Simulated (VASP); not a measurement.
# Sn4Se3 (P4/nmm) in VASP: single point with PBE

Aim: the single point of Sn4Se3 with PBE.

Program: VASP 6.6.1. These are calculated values, not measurements. Logs are shortened: lines on timing, memory, paths and dates and some standing lists are left out, and cuts for length are marked.

## (1) The cell of the first run

The structure is tetragonal, space group P4/nmm (No. 129). The conventional cell has a = 4.276 Å, b = 4.276 Å, c = 21.427 Å, α = 90.00°, β = 90.00°, γ = 90.00°. Sn (site symmetry -4m2) has 8 Sn at 3.02 to 3.79 Å and 4 Se at 3.92 Å within 4.0 Å. Within 3.7 Å of Sn (site symmetry 4mm) lie 6 Se at 2.79 to 3.26 Å. Within 3.8 Å of Sn (site symmetry 4mm) lie 6 Se at 2.85 to 3.26 Å. Within 3.8 Å of Sn (site symmetry 4mm) lie 5 Se at 2.85 to 3.03 Å and 4 Sn at 3.79 Å. Within 3.8 Å of Se (site symmetry 4mm) lie 6 Sn at 2.85 to 3.26 Å. Se (site symmetry 4mm) has 5 Sn at 2.79 to 3.03 Å within 3.7 Å. Within 3.8 Å of Se (site symmetry 4mm) lie 6 Sn at 2.85 to 3.26 Å.

## (2) Single point, PBE

File INCAR:

```
SYSTEM = Sn4Se3
PREC     = Accurate       ! precision mode
ENCUT    = 520            ! plane-wave cutoff, eV
EDIFF    = 1E-6           ! SCF threshold, eV
ISMEAR   = 0              ! smearing method
SIGMA    = 0.2            ! smearing width, eV
LREAL    = .False.        ! projectors in reciprocal space
LASPH    = .True.         ! aspherical terms in the spheres
NELM     = 80             ! most SCF steps
ALGO     = Normal         ! electronic algorithm
ISIF     = 2              ! what is computed and relaxed
LWAVE    = .False.        ! write WAVECAR
LCHARG   = .False.        ! write CHGCAR
GGA      = PE             ! functional
NBANDS   = 87             ! bands
```

File KPOINTS:

```
Automatic mesh
0
Gamma
  4 4 1
  0 0 0
```

File POSCAR:

```
Sn4Se3
1.0
    4.2760443976      0.0000000000      0.0000000000
    0.0000000000      4.2760443976      0.0000000000
    0.0000000000      0.0000000000     21.4272106282
Sn Se
8 6
Direct
    0.5000000000      0.5000000000      0.0000000000
    0.0000000000      0.0000000000      0.0000000000
    0.5000000000      0.0000000000      0.2833655354
    0.5000000000      0.0000000000      0.5686760165
    0.5000000000      0.0000000000      0.8537821164
    0.0000000000      0.5000000000      0.1462178836
    0.0000000000      0.5000000000      0.4313239835
    0.0000000000      0.5000000000      0.7166344646
    0.5000000000      0.0000000000      0.4354808594
    0.5000000000      0.0000000000      0.1530659587
    0.5000000000      0.0000000000      0.7206230985
    0.0000000000      0.5000000000      0.2793769015
    0.0000000000      0.5000000000      0.5645191406
    0.0000000000      0.5000000000      0.8469340413
```

Potentials or basis: VASP PAW PBE potentials, release 64 (Sn_d, Se).

The run is started by

```bash
$ cat potpaw_PBE.64/Sn_d/POTCAR potpaw_PBE.64/Se/POTCAR > POTCAR
$ mpirun -np 1 vasp_std > vasp.out
```

OUTCAR:

```text
SYSTEM = Sn4Se3
   PREC = Accurate
   ENCUT = 520
   EDIFF = 1E-6
   ISMEAR = 0
   LREAL = .False.
   LASPH = .True.
   NELM = 80
   ISIF = 2
   GGA = PE

 ion  position               nearest neighbor table
   1  0.500  0.500  0.000-   2 3.02   2 3.02   2 3.02   2 3.02
   2  0.000  0.000  0.000-   1 3.02   1 3.02   1 3.02   1 3.02
   3  0.500  0.000  0.283-  10 2.79  12 3.02  12 3.02  12 3.02  12 3.02   9 3.26
   4  0.500  0.000  0.569-   9 2.85  13 3.02  13 3.02  13 3.02  13 3.02  11 3.26
   5  0.500  0.000  0.854-  11 2.85  14 3.03  14 3.03  14 3.03  14 3.03
   6  0.000  0.500  0.146-  12 2.85  10 3.03  10 3.03  10 3.03  10 3.03
   7  0.000  0.500  0.431-  13 2.85   9 3.02   9 3.02   9 3.02   9 3.02  12 3.26
   8  0.000  0.500  0.717-  14 2.79  11 3.02  11 3.02  11 3.02  11 3.02  13 3.26
   9  0.500  0.000  0.435-   4 2.85   7 3.02   7 3.02   7 3.02   7 3.02   3 3.26
  10  0.500  0.000  0.153-   3 2.79   6 3.03   6 3.03   6 3.03   6 3.03
  11  0.500  0.000  0.721-   5 2.85   8 3.02   8 3.02   8 3.02   8 3.02   4 3.26
  12  0.000  0.500  0.279-   6 2.85   3 3.02   3 3.02   3 3.02   3 3.02   7 3.26
  13  0.000  0.500  0.565-   7 2.85   4 3.02   4 3.02   4 3.02   4 3.02   8 3.26
  14  0.000  0.500  0.847-   8 2.79   5 3.03   5 3.03   5 3.03   5 3.03

  LATTYP: Found a simple tetragonal cell.
 ALAT       =     4.2760443976
 C/A-ratio  =     5.0109888102

  Lattice vectors:

 A1 = (   4.2760443976,   0.0000000000,   0.0000000000)
 A2 = (   0.0000000000,   4.2760443976,   0.0000000000)
 A3 = (   0.0000000000,   0.0000000000,  21.4272106282)

Analysis of symmetry for initial positions (statically):
=====================================================================
 Subroutine PRICEL returns:
 Original cell was already a primitive cell.

 Routine SETGRP: Setting up the symmetry group for a
 simple tetragonal supercell.

 Subroutine GETGRP returns: Found 16 space group operations
 (whereof  8 operations were pure point group operations)
 out of a pool of 16 trial point group operations.

The static configuration has the point symmetry D_2d.
 The point group associated with its full space group is D_4h.

Analysis of symmetry for dynamics (positions and initial velocities):
=====================================================================
 Subroutine PRICEL returns:
 Original cell was already a primitive cell.

 Routine SETGRP: Setting up the symmetry group for a
[... 126 lines left out ...]
   EFERMI =   0.00;   METHOD = LEGACY
   ISMEAR =     0;   SIGMA  =   0.20  broadening in eV -4-tet -1-fermi 0-gaus
   EFERMI_NEDOS =   21; number of points for ismear=-14 and -15
   IALGO  =     38    algorithm
   IMIX   =      4    mixing-type and parameters
     AMIX     =   0.40;   BMIX     =  1.00
     AMIX_MAG =   1.60;   BMIX_MAG =  1.00
  volume/ion in A,a.u.               =      27.98       188.85
  Fermi-wavevector in a.u.,A,eV,Ry     =   1.183438  2.236373 19.055295  1.400525
  Thomas-Fermi vector in A             =   2.319672
   LORBIT       =      0    0 simple, 1 ext, 2 COOP (PROOUT), +10 PAW based schemes
   GGA     = PE    functional components
   LHFCALC =     F    Hartree Fock is set to
   AEXX    =    0.0000 exact exchange contribution
   IVDW    =     0    specifies the selected vdW correction
   LEPSILON=     F    determine dielectric tensor
   LRPA    =     F    only Hartree local field effects (RPA)
 non-spin polarized calculation
 Gauss-broadening in eV      SIGMA  =   0.20
  energy-cutoff  :      520.00
  volume of cell :      391.79
 maximum number of plane-waves:     10576
 NGX is ok and might be reduce to    32
   NGX = 15   NGY = 15   NGZ = 79

 number of electron     148.0000101 magnetization

 Free energy of the ion-electron system (eV)
  ---------------------------------------------------
  ext. energy  EPLUGINS =         0.00000000
  ---------------------------------------------------
  free energy    TOTEN  =       -56.17274231 eV

  energy without entropy =      -56.09326984  energy(sigma->0) =      -56.13300608

 E-fermi :   5.6726     XC(G=0):  -9.5872

 val. band max:        5.4754960063   @ k =   0.2500   0.2500   0.0000
 cond. band min:       5.7232110044   @ k =   0.5000   0.2500   0.0000
 fundamental gap:      0.2477149981
 Fermi energy:         5.6725580844

 k-point     1 :       0.0000    0.0000    0.0000
  band No.  band energies     occupation
      1     -16.1659      2.00000
      2     -16.0727      2.00000
      3     -16.0080      2.00000
      4     -15.9948      2.00000
      5     -15.9910      2.00000
      6     -15.9871      2.00000
[... 523 lines left out ...]
     85       9.8511      0.00000
     86       9.8511      0.00000
 [bands above 86 left out]

------------------------ aborting loop because EDIFF is reached ----------------------------------------

  FORCE on cell =-STRESS in cart. coord.  units (eV):
  Direction    XX          YY          ZZ          XY          YZ          ZX
  --------------------------------------------------------------------------------------
  -------------------------------------------------------------------------------------
  Total       -0.3887408     -0.3887408      1.4154431      0.0000000      0.0000000      0.0000000
  in kB       -1.5897201     -1.5897201      5.7883254      0.0000000      0.0000000      0.0000000
  external PRESSURE =       0.8696284 kB  Pullay stress =       0.0000000 kB

 VOLUME and BASIS-vectors are now :
 -----------------------------------------------------------------------------
  energy-cutoff  :      520.00
  volume of cell :      391.79
      direct lattice vectors                 reciprocal lattice vectors
     4.276044398  0.000000000  0.000000000     0.233860996  0.000000000  0.000000000
     0.000000000  4.276044398  0.000000000     0.000000000  0.233860996  0.000000000
     0.000000000  0.000000000 21.427210628     0.000000000  0.000000000  0.046669630

 POSITION                                       TOTAL-FORCE (eV/Angst)
 -----------------------------------------------------------------------------------
      2.13802      2.13802      0.00000        -0.000000      0.000000     -0.000000
      0.00000      0.00000      0.00000        -0.000000     -0.000000     -0.000000
      2.13802      0.00000      6.07173        -0.000000     -0.000000     -0.008775
      2.13802      0.00000     12.18514        -0.000000     -0.000000     -0.068326
      2.13802      0.00000     18.29417        -0.000000     -0.000000      0.003440
      0.00000      2.13802      3.13304        -0.000000     -0.000000     -0.003440
      0.00000      2.13802      9.24207        -0.000000      0.000000      0.068326
      0.00000      2.13802     15.35548         0.000000     -0.000000      0.008775
      2.13802      0.00000      9.33114         0.000000     -0.000000      0.068931
      2.13802      0.00000      3.27978         0.000000      0.000000     -0.030918
      2.13802      0.00000     15.44094         0.000000     -0.000000      0.003797
      0.00000      2.13802      5.98627        -0.000000     -0.000000     -0.003797
      0.00000      2.13802     12.09607        -0.000000      0.000000     -0.068931
      0.00000      2.13802     18.14743        -0.000000     -0.000000      0.030918
 -----------------------------------------------------------------------------------
    total drift:                                0.000000     -0.000000     -0.000000

  FREE ENERGIE OF THE ION-ELECTRON SYSTEM (eV)
  ---------------------------------------------------
  free  energy   TOTEN  =       -56.1727423108 eV

  energy  without entropy=      -56.0932698422  energy(sigma->0) =      -56.13300608
```

OSZICAR:

```text
N       E                     dE             d eps       ncg     rms          rms(c)
DAV:   1     0.185918154463E+04    0.18592E+04   -0.65885E+04  1119   0.225E+03
DAV:   2     0.320770493038E+03   -0.15384E+04   -0.15077E+04  1044   0.681E+02
DAV:   3    -0.218524287048E+02   -0.34262E+03   -0.32912E+03  1182   0.240E+02
DAV:   4    -0.558441327783E+02   -0.33992E+02   -0.33036E+02  1233   0.721E+01
DAV:   5    -0.572926303901E+02   -0.14485E+01   -0.14317E+01  1280   0.148E+01    0.801E+00
DAV:   6    -0.561809725240E+02    0.11117E+01   -0.26019E+00  1376   0.590E+00    0.488E+00
DAV:   7    -0.562192210488E+02   -0.38249E-01   -0.13001E+00  1512   0.599E+00    0.183E+00
DAV:   8    -0.561961460035E+02    0.23075E-01   -0.60675E-01  1312   0.318E+00    0.853E-01
DAV:   9    -0.561691651436E+02    0.26981E-01   -0.14357E-01  1345   0.202E+00    0.307E-01
DAV:  10    -0.561720198991E+02   -0.28548E-02   -0.36764E-02  1202   0.972E-01    0.192E-01
DAV:  11    -0.561725731785E+02   -0.55328E-03   -0.60947E-03  1376   0.329E-01    0.917E-02
DAV:  12    -0.561727164740E+02   -0.14330E-03   -0.61998E-04  1241   0.126E-01    0.347E-02
DAV:  13    -0.561727454719E+02   -0.28998E-04   -0.22734E-04  1400   0.712E-02    0.176E-02
DAV:  14    -0.561727407608E+02    0.47110E-05   -0.37751E-05  1384   0.375E-02    0.738E-03
DAV:  15    -0.561727422384E+02   -0.14776E-05   -0.87069E-06  1112   0.165E-02    0.312E-03
DAV:  16    -0.561727423108E+02   -0.72396E-07   -0.11251E-06   752   0.436E-03
   1 F= -.56172742E+02 E0= -.56133006E+02  d E =-.794725E-01
```

stdout:

```text
POSCAR found type information on POSCAR SnSe
 POSCAR found :  2 types and      14 ions
 scaLAPACK will be used
 LDA part: xc-table for (Slater+PW92), standard interpolation
 POSCAR, INCAR and KPOINTS ok, starting setup
 FFT: planning ... GRIDC
 FFT: planning ... GRID_SOFT
 FFT: planning ... GRID
 WAVECAR not read
 entering main loop
```

Run time: 2.5 min. Hardware: 1 thread of AMD EPYC 9R45 (Zen 5), shared host; peak memory 0.42 GiB.

What came out:

```yaml
Free_energy: -56.1727 eV
Pressure: 0.1 GPa
Largest_force: 0.069 eV/Å
Band_gap_on_the_k_mesh: zero (bands 74 and 75 overlap by 0.45 eV)
```

Forces in eV/Å, atoms in the order of the input:
```
Sn   0.000  0.000  0.000
Sn   0.000  0.000  0.000
Sn   0.000  0.000 -0.009
Sn   0.000  0.000 -0.068
Sn   0.000  0.000  0.003
Sn   0.000  0.000 -0.003
Sn   0.000  0.000  0.068
Sn   0.000  0.000  0.009
Se   0.000  0.000  0.069
Se   0.000  0.000 -0.031
Se   0.000  0.000  0.004
Se   0.000  0.000 -0.004
Se   0.000  0.000 -0.069
Se   0.000  0.000  0.031
```

Caveat: the k points lie up to 0.37 Å⁻¹ apart; semilocal functionals underestimate gaps, and a narrow one can read as zero; spin-orbit coupling is left out, which moves the levels of the heavy elements.

The gap in the log of VASP goes by the Fermi energy; the results here count the filled bands.